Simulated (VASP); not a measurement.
Set up this calculation in VASP 6.6.1, as the native input.

```yaml
Task: single point
Functional: r2SCAN
Potentials_or_basis: VASP PAW PBE potentials, release 64 (Al, Cu)
Cutoff: 520 eV
k_mesh: 12 × 12 × 10
Occupations: gaussian, width 0.15 eV
Spin: no spin polarisation
Dipole_correction: no
Further_INCAR_settings: ALGO = Normal; EDIFF = 1e-07; NBANDS = 24
```

Crystal: Al3Cu2.

```xyz
5
Lattice="4.4300 0.0000 0.0000 -2.2150 3.8365 0.0000 0.0000 0.0000 5.3891" Properties=species:S:1:pos:R:3 pbc="T T T"
Al    0.0000    0.0000    0.0000
Al    0.0000    2.5576    1.8871
Al    2.2150    1.2788    3.5020
Cu    0.0000    2.5576    4.5277
Cu    2.2150    1.2788    0.8613
```

This cell differs from its parent crystal: strain +0.080 along x and y, +0.080 along z.

These files were run (other wordings do the same):

POSCAR

```
Al3Cu2
1.0
    4.4299567260      0.0000000000      0.0000000000
   -2.2149783630      3.8364550623      0.0000000000
    0.0000000000      0.0000000000      5.3890503038
Al Cu
3 2
Direct
    0.0000000000      0.0000000000      0.0000000000
    0.3333333333      0.6666666667      0.3501725384
    0.6666666667      0.3333333333      0.6498274616
    0.3333333333      0.6666666667      0.8401683181
    0.6666666667      0.3333333333      0.1598316819
```

INCAR.step1

```
PREC = Accurate
ENCUT = 520
ISMEAR = 0
SIGMA = 0.15
LREAL = False
LASPH = True
NELM = 100
NBANDS = 24
GGA = PE
ALGO = Normal
EDIFF = 1E-4
LWAVE = True
LCHARG = False
```

INCAR.step2

```
PREC = Accurate
ENCUT = 520
EDIFF = 1E-7
ISMEAR = 0
SIGMA = 0.15
LREAL = False
LASPH = True
NELM = 100
ALGO = Normal
ISIF = 2
LWAVE = False
LCHARG = False
METAGGA = R2SCAN
LMIXTAU = True
NBANDS = 24
ISTART = 1
```

KPOINTS

```
Automatic mesh
0
Gamma
  12 12 10
```

Potentials or basis: VASP PAW PBE potentials, release 64 (Al, Cu).

Launch:

```bash
$ cat potpaw_PBE.64/Al/POTCAR potpaw_PBE.64/Cu/POTCAR > POTCAR
$ cp INCAR.step1 INCAR
$ mpirun -np 1 vasp_std > vasp.out
$ cp INCAR.step2 INCAR
$ mpirun -np 1 vasp_std > vasp.out
```

Results of the run:

| Item | Value |
| --- | --- |
| Pressure | -15.4 GPa |
| Largest force | 0.082 eV/Å |

Caveat: the cell differs from its parent crystal (strain +0.080 along x and y, +0.080 along z); the PAW data sets were made with another functional, which shifts forces and pressure a little.

It took 19 min on 1 thread of Intel Xeon 6975P-C, with other jobs on the host, peak memory 0.45 GiB.
